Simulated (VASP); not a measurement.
# K (Fm-3m) in VASP: a series of runs

The runs below take K through single point, with r2SCAN+D3(BJ).

All numbers are computed with VASP 6.6.1; they aren't measurements. Logs are shortened: lines on timing, memory, paths and dates and some standing lists are left out, and cuts for length are marked.

## 1. The cell of the first run

Symmetry: Fm-3m, No. 225, cubic system. Conventional cell: a = 6.663 Å, b = 6.663 Å, c = 6.663 Å, α = 90.00°, β = 90.00°, γ = 90.00°.

This isn't the form of K at room conditions, which is bcc.

## 2. Single point, r2SCAN+D3(BJ)

The input, POSCAR:

```
K
1.0
    0.0000000000      3.3317174583      3.3317174583
    3.3317174583      0.0000000000      3.3317174583
    3.3317174583      3.3317174583      0.0000000000
K
1
Direct
    0.0000000000      0.0000000000      0.0000000000
```

The input, INCAR.step1:

```
PREC = Accurate
ENCUT = 520
ISMEAR = -1
SIGMA = 0.05
LREAL = False
LASPH = True
NELM = 100
NBANDS = 10
GGA = PE
ALGO = Normal
EDIFF = 1E-4
LWAVE = True
LCHARG = False
```

The input, INCAR.step2:

```
PREC = Accurate
ENCUT = 520
EDIFF = 1E-7
ISMEAR = -1
SIGMA = 0.05
LREAL = False
LASPH = True
NELM = 100
ALGO = Normal
ISIF = 2
LWAVE = False
LCHARG = True
METAGGA = R2SCAN
LMIXTAU = True
IVDW = 12
VDW_S6 = 1.0
VDW_S8 = 0.78981345
VDW_A1 = 0.49484001
VDW_A2 = 5.73083694
LELF = True
LVHAR = True
NBANDS = 10
ISTART = 1
```

The input, KPOINTS:

```
Automatic mesh
0
Gamma
  7 7 7
```

Potentials or basis: VASP PAW PBE potentials, release 64 (K_sv).

Launch:

```console
$ cat potpaw_PBE.64/K_sv/POTCAR > POTCAR
$ cp INCAR.step1 INCAR
$ mpirun -np 1 vasp_std > vasp.out
$ cp INCAR.step2 INCAR
$ mpirun -np 1 vasp_std > vasp.out
```

OUTCAR:

```text
PREC = Accurate
   ENCUT = 520
   EDIFF = 1E-7
   ISMEAR = -1
   LREAL = False
   LASPH = True
   NELM = 100
   ISIF = 2
   METAGGA = R2SCAN
   IVDW = 12
   ISTART = 1
 IVDW          = 12

 ion  position               nearest neighbor table
   1  0.000  0.000  0.000-

  LATTYP: Found a face centered cubic cell.
 ALAT       =     6.6634349166

  Lattice vectors:

 A1 = (   0.0000000000,   3.3317174583,   3.3317174583)
 A2 = (   3.3317174583,   0.0000000000,   3.3317174583)
 A3 = (   3.3317174583,   3.3317174583,   0.0000000000)

Analysis of symmetry for initial positions (statically):
=====================================================================
 Subroutine PRICEL returns:
 Original cell was already a primitive cell.

 Routine SETGRP: Setting up the symmetry group for a
 face centered cubic supercell.

 Subroutine GETGRP returns: Found 48 space group operations
 (whereof 48 operations were pure point group operations)
 out of a pool of 48 trial point group operations.

The static configuration has the point symmetry O_h .

Analysis of symmetry for dynamics (positions and initial velocities):
=====================================================================
 Subroutine PRICEL returns:
 Original cell was already a primitive cell.

 Routine SETGRP: Setting up the symmetry group for a
 face centered cubic supercell.

 Subroutine GETGRP returns: Found 48 space group operations
 (whereof 48 operations were pure point group operations)
 out of a pool of 48 trial point group operations.

The dynamic configuration has the point symmetry O_h .

 Subroutine INISYM returns: Found 48 space group operations
 (whereof 48 operations are pure point group operations),
 and found     1 'primitive' translations

----------------------------------------------------------------------------------------

                                     Primitive cell

  volume of cell :      73.9664

  direct lattice vectors                    reciprocal lattice vectors
     0.000000000  3.331717458  3.331717458    -0.150072750  0.150072750  0.150072750
     3.331717458  0.000000000  3.331717458     0.150072750 -0.150072750  0.150072750
     3.331717458  3.331717458  0.000000000     0.150072750  0.150072750 -0.150072750

  length of vectors
     4.711760016  4.711760016  4.711760016     0.259933627  0.259933627  0.259933627

  position of ions in fractional coordinates (direct lattice)
     0.000000000  0.000000000  0.000000000

  ion indices of the primitive-cell ions
   primitive index   ion index
                 1           1

----------------------------------------------------------------------------------------

 KPOINTS: Automatic mesh

Automatic generation of k-mesh.
 Grid dimensions read from file:
 generate k-points for:    7    7    7

 Generating k-lattice:

  Cartesian coordinates                     Fractional coordinates (reciprocal lattice)
    -0.021438964  0.021438964  0.021438964     0.142857143  0.000000000  0.000000000
     0.021438964 -0.021438964  0.021438964     0.000000000  0.142857143  0.000000000
     0.021438964  0.021438964 -0.021438964     0.000000000  0.000000000  0.142857143

  Length of vectors
     0.037133375  0.037133375  0.037133375

  Shift w.r.t. Gamma in fractional coordinates (k-lattice)
     0.000000000  0.000000000  0.000000000

 Subroutine IBZKPT returns following result:
 ===========================================

 Found     20 irreducible k-points:

 Following reciprocal coordinates:
            Coordinates               Weight
  0.000000  0.000000  0.000000      1.000000
  0.142857  0.000000  0.000000      8.000000
  0.285714  0.000000  0.000000      8.000000
  0.428571  0.000000  0.000000      8.000000
  0.142857  0.142857  0.000000      6.000000
  0.285714  0.142857  0.000000     24.000000
[... 12 lines left out ...]
 -0.428571  0.428571  0.142857     24.000000
 -0.285714  0.428571  0.142857     24.000000
   k-points           NKPTS =     20   k-points in BZ     NKDIM =     20   number of bands    NBANDS=     10
   number of dos      NEDOS =    301   number of ions     NIONS =      1
   total plane-waves  NPLWV =  46656
   dimension x,y,z NGX =    36 NGY =   36 NGZ =   36
   dimension x,y,z NGXF=    72 NGYF=   72 NGZF=   72
   ions per type =               1
   NGX,Y,Z   is equivalent  to a cutoff of  12.70, 12.70, 12.70 a.u.
   NGXF,Y,Z  is equivalent  to a cutoff of  25.40, 25.40, 25.40 a.u.
 SYSTEM =  unknown system
   PREC   = accura    normal or accurate (medium, high low for compatibility)
   ISTART =      1    job   : 0-new  1-cont  2-samecut
   ICHARG =      0    charge: 1-file 2-atom 10-const
   ISPIN  =      1    spin polarized calculation?
   LNONCOLLINEAR =      F non collinear calculations
   LSORBIT =      F    spin-orbit coupling
   LASPH  =      T    aspherical Exc in radial PAW
   ENCUT  =  520.0 eV  38.22 Ry    6.18 a.u.   8.76  8.76  8.76*2*pi/ulx,y,z
   NELM   =    100;   NELMIN=  2; NELMDL=  0     # of ELM steps
   EDIFF  = 0.1E-06   stopping-criterion for ELM
   LREAL  =      F    real-space projection
   EDIFFG = 0.1E-05   stopping-criterion for IOM
   NSW    =      0    number of steps for IOM
   IBRION =     -1    ionic relax: 0-MD 1-quasi-New 2-CG
   NFREE  =      0    steps in history (QN), initial steepest desc. (CG)
   ISIF   =      2    stress and relaxation
   ISYM   =      2    0-nonsym 1-usesym 2-fastsym
   POTIM  = 0.5000    time-step for ionic-motion
   TEBEG  =    0.0;   TEEND  =   0.0 temperature during run
   PSTRESS=    0.0 pullay stress
   NELECT =       9.0000    total number of electrons
   NUPDOWN=      -1.0000    fix difference up-down
   EMIN   =  10.00;   EMAX   =-10.00  energy-range for DOS
   EFERMI =   0.00;   METHOD = LEGACY
   ISMEAR =    -1;   SIGMA  =   0.05  broadening in eV -4-tet -1-fermi 0-gaus
   EFERMI_NEDOS =   21; number of points for ismear=-14 and -15
   IALGO  =     38    algorithm
   IMIX   =      4    mixing-type and parameters
     AMIX     =   0.40;   BMIX     =  1.00
     AMIX_MAG =   1.60;   BMIX_MAG =  1.00
  volume/ion in A,a.u.               =      73.97       499.15
  Fermi-wavevector in a.u.,A,eV,Ry     =   0.811230  1.533003  8.953921  0.658095
  Thomas-Fermi vector in A             =   1.920552
   LORBIT       =      0    0 simple, 1 ext, 2 COOP (PROOUT), +10 PAW based schemes
   METAGGA = R2SCAN    functional components
   LHFCALC =     F    Hartree Fock is set to
   AEXX    =    0.0000 exact exchange contribution
   IVDW    =    12    specifies the selected vdW correction
   LEPSILON=     F    determine dielectric tensor
   LRPA    =     F    only Hartree local field effects (RPA)
 non-spin polarized calculation
  energy-cutoff  :      520.00
  volume of cell :       73.97
 maximum number of plane-waves:      2010
   NGX = 17   NGY = 17   NGZ = 17

 number of electron       8.9999999 magnetization

 Free energy of the ion-electron system (eV)
  ---------------------------------------------------
  ext. energy  EPLUGINS =         0.00000000
  ---------------------------------------------------
  free energy    TOTEN  =        -6.02203036 eV

  energy without entropy =       -6.01955634  energy(sigma->0) =       -6.02079335

 E-fermi :  -0.0009     XC(G=0):  -5.8969

 val. band max:       -0.2750347758   @ k =   0.4286   0.0000   0.0000
 cond. band min:       0.0690834288   @ k =  -0.2857   0.2857   0.0000
 fundamental gap:      0.3441182046
 Fermi energy:        -0.0008811802

 k-point     1 :       0.0000    0.0000    0.0000
  band No.  band energies     occupation
      1     -33.7325      2.00000
      2     -16.4046      2.00000
      3     -16.4046      2.00000
      4     -16.4046      2.00000
      5      -2.3773      2.00000
      6       4.5728      0.00000
      7       4.5728      0.00000
      8       4.5728      0.00000
      9       5.9176      0.00000
     10       5.9176      0.00000

 k-point     2 :       0.1429    0.0000    0.0000
  band No.  band energies     occupation
      1     -33.7317      2.00000
      2     -16.4175      2.00000
      3     -16.4063      2.00000
      4     -16.4063      2.00000
      5      -2.1242      2.00000
      6       3.8808      0.00000
      7       4.6497      0.00000
      8       4.6498      0.00000
      9       5.7302      0.00000
     10       5.7302      0.00000

 k-point     3 :       0.2857    0.0000    0.0000
  band No.  band energies     occupation
      1     -33.7301      2.00000
      2     -16.4461      2.00000
      3     -16.4102      2.00000
      4     -16.4102      2.00000
      5      -1.3948      2.00000
      6       2.5562      0.00000
      7       4.5701      0.00000
      8       4.5701      0.00000
      9       5.8744      0.00000
     10       5.8744      0.00000

 k-point     4 :       0.4286    0.0000    0.0000
  band No.  band energies     occupation
      1     -33.7288      2.00000
      2     -16.4688      2.00000
      3     -16.4133      2.00000
      4     -16.4133      2.00000
      5      -0.2750      1.99172
      6       1.1004      0.00000
      7       4.3578      0.00000
      8       4.3579      0.00000
      9       6.5440      0.00000
     10       6.5448      0.00000
[... 170 lines left out ...]
 k-point    18 :      -0.4286    0.2857    0.1429
  band No.  band energies     occupation
      1     -33.7280      2.00000
      2     -16.4590      2.00000
      3     -16.4341      2.00000
      4     -16.4202      2.00000
      5       0.2691      0.00899
      6       1.5517      0.00000
      7       2.8414      0.00000
      8       4.3204      0.00000
      9       5.7479      0.00000
     10       6.3989      0.00000

 k-point    19 :      -0.4286    0.4286    0.1429
  band No.  band energies     occupation
      1     -33.7276      2.00000
      2     -16.4597      2.00000
      3     -16.4351      2.00000
      4     -16.4274      2.00000
      5       0.5778      0.00002
      6       2.0364      0.00000
      7       2.1910      0.00000
      8       4.0963      0.00000
      9       5.7088      0.00000
     10       6.5047      0.00000

 k-point    20 :      -0.2857    0.4286    0.1429
  band No.  band energies     occupation
      1     -33.7275      2.00000
      2     -16.4512      2.00000
      3     -16.4472      2.00000
      4     -16.4263      2.00000
      5       1.1634      0.00000
      6       1.6869      0.00000
      7       1.8704      0.00000
      8       3.8059      0.00000
      9       5.8964      0.00000
     10       6.4578      0.00000

------------------------ aborting loop because EDIFF is reached ----------------------------------------

 Edisp (eV)   -0.05185

 E8    (eV) :    -0.0225

  FORCE on cell =-STRESS in cart. coord.  units (eV):
  Direction    XX          YY          ZZ          XY          YZ          ZX
  --------------------------------------------------------------------------------------
  -------------------------------------------------------------------------------------
  Total      -0.00142    -0.00142    -0.00142     0.00000     0.00000     0.00000
  in kB      -0.03080    -0.03080    -0.03080     0.00000     0.00000     0.00000
  external pressure =       -0.03 kB  Pullay stress =        0.00 kB

 VOLUME and BASIS-vectors are now :
 -----------------------------------------------------------------------------
  energy-cutoff  :      520.00
  volume of cell :       73.97
      direct lattice vectors                 reciprocal lattice vectors
     0.000000000  3.331717458  3.331717458    -0.150072750  0.150072750  0.150072750
     3.331717458  0.000000000  3.331717458     0.150072750 -0.150072750  0.150072750
     3.331717458  3.331717458  0.000000000     0.150072750  0.150072750 -0.150072750

 POSITION                                       TOTAL-FORCE (eV/Angst)
 -----------------------------------------------------------------------------------
      0.00000      0.00000      0.00000         0.000000      0.000000      0.000000
 -----------------------------------------------------------------------------------
    total drift:                                0.000000     -0.000000      0.000000

  FREE ENERGIE OF THE ION-ELECTRON SYSTEM (eV)
  ---------------------------------------------------
  free  energy   TOTEN  =        -6.0738782198 eV

  energy  without entropy=       -6.0714042009  energy(sigma->0) =       -6.07264121
```

It took 35 s on 1 thread of Intel Xeon 6975P-C (Granite Rapids), shared host; peak memory 0.21 GiB.

Results:

* Free energy: -6.0739 eV
* Pressure: 0.0 GPa
* Band gap on the k mesh: zero (an odd number of electrons rules out a gap without spin polarisation)
* Dispersion energy per atom: -0.052 eV

Caveat: the PAW data sets were made with another functional, which shifts forces and pressure a little.

## 3. Single point, r2SCAN+D3(BJ)

This run uses another cell than the first one, of 74.23 Å³/atom.

The input, POSCAR:

```
K
1.0
    0.0000000000      3.3356359011      3.3356359011
    3.3356359011      0.0000000000      3.3356359011
    3.3356359011      3.3356359011      0.0000000000
K
1
Direct
    0.0000000000      0.0000000000      0.0000000000
```

The input, INCAR.step1:

```
PREC = Accurate ; ENCUT = 520
ISMEAR = -1 ; SIGMA = 0.05
LREAL = False ; LASPH = True
NELM = 60 ; NBANDS = 10
GGA = PE ; ALGO = Normal
EDIFF = 1E-4 ; LWAVE = True
LCHARG = False
```

The input, INCAR.step2:

```
PREC = Accurate ; ENCUT = 520
EDIFF = 1E-7 ; ISMEAR = -1
SIGMA = 0.05 ; LREAL = False
LASPH = True ; NELM = 60
ALGO = Normal ; ISIF = 2
LWAVE = False ; LCHARG = True
METAGGA = R2SCAN ; LMIXTAU = True
IVDW = 12 ; VDW_S6 = 1.0
VDW_S8 = 0.78981345 ; VDW_A1 = 0.49484001
VDW_A2 = 5.73083694 ; LELF = True
LVHAR = True ; NBANDS = 10
ISTART = 1
```

KPOINTS is that of step 2.

Potentials or basis: VASP PAW PBE potentials, release 64 (K_sv).

Launch:

```console
$ cat potpaw_PBE.64/K_sv/POTCAR > POTCAR
$ cp INCAR.step1 INCAR
$ mpirun -np 1 vasp_std > vasp.out
$ cp INCAR.step2 INCAR
$ mpirun -np 1 vasp_std > vasp.out
```

OUTCAR:

```text
PREC = Accurate
   ENCUT = 520
   EDIFF = 1E-7
   ISMEAR = -1
   LREAL = False
   LASPH = True
   NELM = 60
   ISIF = 2
   METAGGA = R2SCAN
   IVDW = 12
   ISTART = 1
 IVDW          = 12

 ion  position               nearest neighbor table
   1  0.000  0.000  0.000-

  LATTYP: Found a face centered cubic cell.
 ALAT       =     6.6712718022

  Lattice vectors:

[... 430 lines left out ...]
      5       1.1552      0.00000
      6       1.6763      0.00000
      7       1.8612      0.00000
      8       3.7895      0.00000
      9       5.8791      0.00000
     10       6.4418      0.00000

------------------------ aborting loop because EDIFF is reached ----------------------------------------

 Edisp (eV)   -0.05167

 E8    (eV) :    -0.0224

  FORCE on cell =-STRESS in cart. coord.  units (eV):
  Direction    XX          YY          ZZ          XY          YZ          ZX
  --------------------------------------------------------------------------------------
  -------------------------------------------------------------------------------------
  Total      -0.00735    -0.00735    -0.00735     0.00000     0.00000    -0.00000
  in kB      -0.15873    -0.15873    -0.15873     0.00000     0.00000    -0.00000
  external pressure =       -0.16 kB  Pullay stress =        0.00 kB

 VOLUME and BASIS-vectors are now :
 -----------------------------------------------------------------------------
  energy-cutoff  :      520.00
  volume of cell :       74.23
      direct lattice vectors                 reciprocal lattice vectors
     0.000000000  3.335635901  3.335635901    -0.149896456  0.149896456  0.149896456
     3.335635901  0.000000000  3.335635901     0.149896456 -0.149896456  0.149896456
     3.335635901  3.335635901  0.000000000     0.149896456  0.149896456 -0.149896456

 POSITION                                       TOTAL-FORCE (eV/Angst)
 -----------------------------------------------------------------------------------
      0.00000      0.00000      0.00000         0.000000     -0.000000     -0.000000
 -----------------------------------------------------------------------------------
    total drift:                               -0.000000      0.000000     -0.000000

  FREE ENERGIE OF THE ION-ELECTRON SYSTEM (eV)
  ---------------------------------------------------
  free  energy   TOTEN  =        -6.0739122580 eV

  energy  without entropy=       -6.0714332078  energy(sigma->0) =       -6.07267273
```

OUTCAR.step1:

```text
PREC = Accurate
   ENCUT = 520
   ISMEAR = -1
   LREAL = False
   LASPH = True
   NELM = 60
[... 467 lines left out ...]
 POSITION                                       TOTAL-FORCE (eV/Angst)
 -----------------------------------------------------------------------------------
      0.00000      0.00000      0.00000        -0.000000      0.000000     -0.000000
 -----------------------------------------------------------------------------------
    total drift:                               -0.000000     -0.000000      0.000000

  FREE ENERGIE OF THE ION-ELECTRON SYSTEM (eV)
  ---------------------------------------------------
  free  energy   TOTEN  =        -1.0590968227 eV

  energy  without entropy=       -1.0564126166  energy(sigma->0) =       -1.05775472
```

Wall time 34 s (1 thread of Intel Xeon 6975P-C (Granite Rapids), shared host); peak memory 0.21 GiB.

What came out:

```
Free energy                : -6.0739 eV
Pressure                   : 0.0 GPa
Band gap on the k mesh     : zero (an odd number of electrons rules out a gap without spin polarisation)
Dispersion energy per atom : -0.052 eV
```

Caveat: three body term missing; the PAW data sets were made with another functional, which shifts forces and pressure a little.
